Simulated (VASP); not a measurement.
Input of a VASP 6.6.1 run:

Contents of INCAR:

```
AGGAC = 1.0
AGGAX = 1.0
ALDAC = 0.0
ALDAX = 1.0
ALGO = Normal
EDIFF = 1E-7
EDIFFG = -0.01
ENCUT = 500
GGA = B5
GGA_COMPAT = False
IBRION = 2
ISIF = 3
ISMEAR = 0
IVDW = 12
LASPH = True
LCHARG = False
LREAL = False
LWAVE = False
NELM = 120
NELMIN = 4
NSW = 80
PREC = Accurate
SIGMA = 0.01
VDW_A1 = 0.4298
VDW_A2 = 4.2359
VDW_S6 = 1.0
VDW_S8 = 2.6996
```

The input KPOINTS:

```
k-points
0
Gamma
  4 4 4
```

Contents of POSCAR:

```
PbS
1.0
    2.1126620000      1.2197460000      3.4519160000
   -2.1126620000      1.2197460000      3.4519160000
    0.0000000000     -2.4394920000      3.4519160000
Pb S
1 1
Direct
    0.9805660000      0.9805660000      0.9805660000
    0.4750360000      0.4750360000      0.4750360000
```

Potentials or basis: VASP PAW PBE potentials, release 64 (Pb_d, S).

Run with:

```console
$ cat potpaw_PBE.64/Pb_d/POTCAR potpaw_PBE.64/S/POTCAR > POTCAR
$ mpirun -np 1 vasp_std > vasp.out
```

Question: Predict the space group after relaxing (to 0.05 Å).

Answer: R3m (No. 160).

Question: Estimate the relaxed cell.

Answer: a = 4.224 Å, b = 4.224 Å, c = 4.224 Å, α = 59.98°, β = 59.98°, γ = 59.98°.

Question: Predict the band gap on the k mesh.

Answer: 0.58 eV, direct.

Forces in eV/Å, atoms in the order of the input:
```
Pb   0.000  0.000  0.009
S    0.000  0.000 -0.009
```

Caveat: the k points lie up to 0.46 Å⁻¹ apart in the final cell; the PAW data sets were made with another functional, which shifts forces and pressure a little; spin-orbit coupling is left out, which moves the levels of the heavy elements. A k mesh can miss the band edges.
